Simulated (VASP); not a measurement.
# YSn3B2 in VASP: single point with PBEsol

Aim: the single point of YSn3B2 with PBEsol.

Program: VASP 6.6.1. These are calculated values, not measurements. Logs are shortened: lines on timing, memory, paths and dates and some standing lists are left out, and cuts for length are marked.

## (1) The cell of the first run

The typed cell holds 6 atoms: a = 5.897 Å, b = 5.897 Å, c = 3.559 Å, α = 90.00°, β = 90.00°, γ = 120.00°.

## (2) Single point, PBEsol

The input, INCAR:

```
SYSTEM = YSn3B2
  PREC = Accurate
  ENCUT = 520
  EDIFF = 1E-6
  ISMEAR = -1
  SIGMA = 0.1
  LREAL = .FALSE.
  LASPH = .TRUE.
  NELM = 60
  ALGO = Normal
  ISIF = 2
  LWAVE = .FALSE.
  LCHARG = .FALSE.
  GGA = PS
  NBANDS = 38
```

The input, KPOINTS:

```
Automatic mesh
0
G
  7 7 9
  0 0 0
```

The input, POSCAR:

```
YSn3B2
1.0
    5.8967730000      0.0000000000      0.0000000000
   -2.9483860000      5.1067600000      0.0000000000
    0.0000000000      0.0000000000      3.5593870000
B Y Sn
2 1 3
Direct
    0.3333000000      0.6667000000      0.0000000000
    0.6666000000      0.3333000000      0.0000000000
    0.0000000000      0.0000000000      0.0000000000
    0.5000000000      0.0000000000      0.5000000000
    0.5000000000      0.5000000000      0.5000000000
    0.0000000000      0.5000000000      0.5000000000
```

Potentials or basis: VASP PAW PBE potentials, release 64 (B, Y_sv, Sn_d).

On the command line:

```console
> cat potpaw_PBE.64/B/POTCAR potpaw_PBE.64/Y_sv/POTCAR potpaw_PBE.64/Sn_d/POTCAR > POTCAR
> mpirun -np 1 vasp_std > vasp.out
```

OUTCAR:

```text
SYSTEM = YSn3B2
   PREC = Accurate
   ENCUT = 520
   EDIFF = 1E-6
   ISMEAR = -1
   LREAL = .FALSE.
   LASPH = .TRUE.
   NELM = 60
   ISIF = 2
   GGA = PS

 ion  position               nearest neighbor table
   1  0.333  0.667  0.000-   6 2.46   6 2.46   4 2.46   4 2.46   5 2.46   5 2.46
   2  0.667  0.333  0.000-   5 2.46   5 2.46   4 2.46   4 2.46   6 2.46   6 2.46
   3  0.000  0.000  0.000-   4 3.44   4 3.44   4 3.44   4 3.44   6 3.44   6 3.44   6 3.44   6 3.44
                             5 3.44   5 3.44   5 3.44   5 3.44
   4  0.500  0.000  0.500-   2 2.46   2 2.46   1 2.46   1 2.46   5 2.95   5 2.95   6 2.95   6 2.95
                             3 3.44   3 3.44   3 3.44   3 3.44
   5  0.500  0.500  0.500-   2 2.46   2 2.46   1 2.46   1 2.46   6 2.95   6 2.95   4 2.95   4 2.95
                             3 3.44   3 3.44   3 3.44   3 3.44
   6  0.000  0.500  0.500-   1 2.46   1 2.46   2 2.46   2 2.46   5 2.95   5 2.95   4 2.95   4 2.95
                             3 3.44   3 3.44   3 3.44   3 3.44

  LATTYP: Found a hexagonal cell.
 ALAT       =     5.8967730000
 C/A-ratio  =     0.6036160795

  Lattice vectors:

 A1 = (   5.8967730000,   0.0000000000,   0.0000000000)
 A2 = (  -2.9483860000,   5.1067600000,   0.0000000000)
 A3 = (   0.0000000000,   0.0000000000,   3.5593870000)

Analysis of symmetry for initial positions (statically):
=====================================================================
 Subroutine PRICEL returns:
 Original cell was already a primitive cell.

 Routine SETGRP: Setting up the symmetry group for a
 hexagonal supercell.

 Subroutine GETGRP returns: Found  4 space group operations
 (whereof  4 operations were pure point group operations)
 out of a pool of 24 trial point group operations.

The static configuration has the point symmetry C_2v.

Analysis of symmetry for dynamics (positions and initial velocities):
=====================================================================
 Subroutine PRICEL returns:
 Original cell was already a primitive cell.

 Routine SETGRP: Setting up the symmetry group for a
 hexagonal supercell.

 Subroutine GETGRP returns: Found  4 space group operations
 (whereof  4 operations were pure point group operations)
 out of a pool of 24 trial point group operations.

The dynamic configuration has the point symmetry C_2v.

 Subroutine INISYM returns: Found  4 space group operations
[... 98 lines left out ...]
   ICHARG =      2    charge: 1-file 2-atom 10-const
   ISPIN  =      1    spin polarized calculation?
   LNONCOLLINEAR =      F non collinear calculations
   LSORBIT =      F    spin-orbit coupling
   LASPH  =      T    aspherical Exc in radial PAW
   ENCUT  =  520.0 eV  38.22 Ry    6.18 a.u.  10.96 10.96  6.62*2*pi/ulx,y,z
   NELM   =     60;   NELMIN=  2; NELMDL= -5     # of ELM steps
   EDIFF  = 0.1E-05   stopping-criterion for ELM
   LREAL  =      F    real-space projection
[... 7 lines left out ...]
   TEBEG  =    0.0;   TEEND  =   0.0 temperature during run
   PSTRESS=    0.0 pullay stress
   NELECT =      59.0000    total number of electrons
   NUPDOWN=      -1.0000    fix difference up-down
   EMIN   =  10.00;   EMAX   =-10.00  energy-range for DOS
   EFERMI =   0.00;   METHOD = LEGACY
   ISMEAR =    -1;   SIGMA  =   0.10  broadening in eV -4-tet -1-fermi 0-gaus
   EFERMI_NEDOS =   21; number of points for ismear=-14 and -15
   IALGO  =     38    algorithm
   IMIX   =      4    mixing-type and parameters
     AMIX     =   0.40;   BMIX     =  1.00
     AMIX_MAG =   1.60;   BMIX_MAG =  1.00
  volume/ion in A,a.u.               =      17.86       120.55
  Fermi-wavevector in a.u.,A,eV,Ry     =   1.341674  2.535397 24.491715  1.800090
  Thomas-Fermi vector in A             =   2.469889
   LORBIT       =      0    0 simple, 1 ext, 2 COOP (PROOUT), +10 PAW based schemes
   GGA     = PS    functional components
   LHFCALC =     F    Hartree Fock is set to
   AEXX    =    0.0000 exact exchange contribution
   IVDW    =     0    specifies the selected vdW correction
   LEPSILON=     F    determine dielectric tensor
   LRPA    =     F    only Hartree local field effects (RPA)
 non-spin polarized calculation
  energy-cutoff  :      520.00
  volume of cell :      107.19
 maximum number of plane-waves:      2903
 NGX is ok and might be reduce to    48
   NGX = 21   NGY = 21   NGZ = 13

 number of electron      59.0000007 magnetization

 Free energy of the ion-electron system (eV)
  ---------------------------------------------------
  ext. energy  EPLUGINS =         0.00000000
  ---------------------------------------------------
  free energy    TOTEN  =       -29.84370374 eV

  energy without entropy =      -29.71732317  energy(sigma->0) =      -29.78051346

 E-fermi :   8.8411     XC(G=0): -11.3135

 val. band max:        8.8189813853   @ k =   0.2857   0.1429   0.1111
 cond. band min:       8.8592439881   @ k =  -0.1429   0.4286   0.4444
 fundamental gap:      0.0402626028
 Fermi energy:         8.8410862859

 k-point     1 :       0.0000    0.0000    0.0000
  band No.  band energies     occupation
      1     -34.4333      2.00000
      2     -14.4999      2.00000
      3     -14.4999      2.00000
      4     -14.2006      2.00000
      5     -13.1663      2.00000
      6     -13.0503      2.00000
[... 973 lines left out ...]
     37      12.2177      0.00000
     38      12.2507      0.00000

 [... further k-points ...]

------------------------ aborting loop because EDIFF is reached ----------------------------------------

  FORCE on cell =-STRESS in cart. coord.  units (eV):
  Direction    XX          YY          ZZ          XY          YZ          ZX
  --------------------------------------------------------------------------------------
  -------------------------------------------------------------------------------------
  Total        6.9283397      6.9313987      2.4601308      0.0000007      0.0000000      0.0000000
  in kB      103.5630155    103.6087403     36.7733935      0.0000101      0.0000000      0.0000000
  external PRESSURE =      81.3150498 kB  Pullay stress =       0.0000000 kB

 VOLUME and BASIS-vectors are now :
 -----------------------------------------------------------------------------
  energy-cutoff  :      520.00
  volume of cell :      107.19
      direct lattice vectors                 reciprocal lattice vectors
     5.896773000  0.000000000  0.000000000     0.169584279  0.097909421  0.000000000
    -2.948386000  5.106760000  0.000000000     0.000000000  0.195818875  0.000000000
     0.000000000  0.000000000  3.559387000     0.000000000  0.000000000  0.280947253

 POSITION                                       TOTAL-FORCE (eV/Angst)
 -----------------------------------------------------------------------------------
     -0.00029      3.40468      0.00000         0.000239     -0.000368      0.000000
      2.94809      1.70208      0.00000         0.000239      0.000368      0.000000
      0.00000      0.00000      0.00000         0.000474      0.000000      0.000000
      2.94839      0.00000      1.77969         0.000431      0.000000      0.000000
      1.47419      2.55338      1.77969        -0.000691      0.000647      0.000000
     -1.47419      2.55338      1.77969        -0.000691     -0.000647      0.000000
 -----------------------------------------------------------------------------------
    total drift:                                0.000002     -0.000000     -0.000000

  FREE ENERGIE OF THE ION-ELECTRON SYSTEM (eV)
  ---------------------------------------------------
  free  energy   TOTEN  =       -29.8437037439 eV

  energy  without entropy=      -29.7173231683  energy(sigma->0) =      -29.78051346
```

OSZICAR:

```text
N       E                     dE             d eps       ncg     rms          rms(c)
DAV:   1     0.593069210576E+03    0.59307E+03   -0.28539E+04  6260   0.229E+03
DAV:   2     0.516287192571E+02   -0.54144E+03   -0.52759E+03  6096   0.595E+02
DAV:   3    -0.276241713254E+02   -0.79253E+02   -0.77111E+02  7016   0.188E+02
DAV:   4    -0.323780228323E+02   -0.47539E+01   -0.46766E+01  8754   0.445E+01
DAV:   5    -0.325624401682E+02   -0.18442E+00   -0.18403E+00  8828   0.767E+00    0.168E+01
DAV:   6    -0.298853950193E+02    0.26770E+01   -0.10382E+01  9330   0.221E+01    0.148E+01
DAV:   7    -0.298807587159E+02    0.46363E-02   -0.15928E+00  7352   0.549E+00    0.111E+01
DAV:   8    -0.298508976336E+02    0.29861E-01   -0.22226E-01  8666   0.189E+00    0.707E-01
DAV:   9    -0.298439965466E+02    0.69011E-02   -0.40794E-02  8068   0.873E-01    0.366E-01
DAV:  10    -0.298439872921E+02    0.92545E-05   -0.78074E-03  8126   0.392E-01    0.921E-02
DAV:  11    -0.298437703040E+02    0.21699E-03   -0.20848E-03  8240   0.238E-01    0.115E-01
DAV:  12    -0.298437081061E+02    0.62198E-04   -0.33987E-04  8122   0.998E-02    0.139E-02
DAV:  13    -0.298437041377E+02    0.39684E-05   -0.46781E-05  8800   0.435E-02    0.251E-02
DAV:  14    -0.298437037439E+02    0.39385E-06   -0.29234E-06  5944   0.922E-03
   1 F= -.29843704E+02 E0= -.29780513E+02  d E =-.126381E+00
```

Wall time 3.5 min (1 thread of Intel Xeon Platinum 8488C (Sapphire Rapids), shared host); peak memory 0.46 GiB.

What came out:

- Free energy: -29.8437 eV
- Pressure: 8.1 GPa
- Band gap on the k mesh: zero (an odd number of electrons rules out a gap without spin polarisation)

Levels at points of the mesh, in eV from the Fermi level:
| k point | band 27 | band 28 | band 29 | band 30 | band 31 | band 32 |
| --- | --- | --- | --- | --- | --- | --- |
| (0.00, 0.00, 0.00) | -2.31 | 0.60 | 1.35 | 1.65 | 2.07 | 2.07 |

Caveat: the stress differs along the axes, from 4 to 10 GPa; the PAW data sets were made with another functional, which shifts forces and pressure a little; spin-orbit coupling is left out, which moves the levels of the heavy elements.

The gap in the log of VASP goes by the Fermi energy; the results here count the filled bands.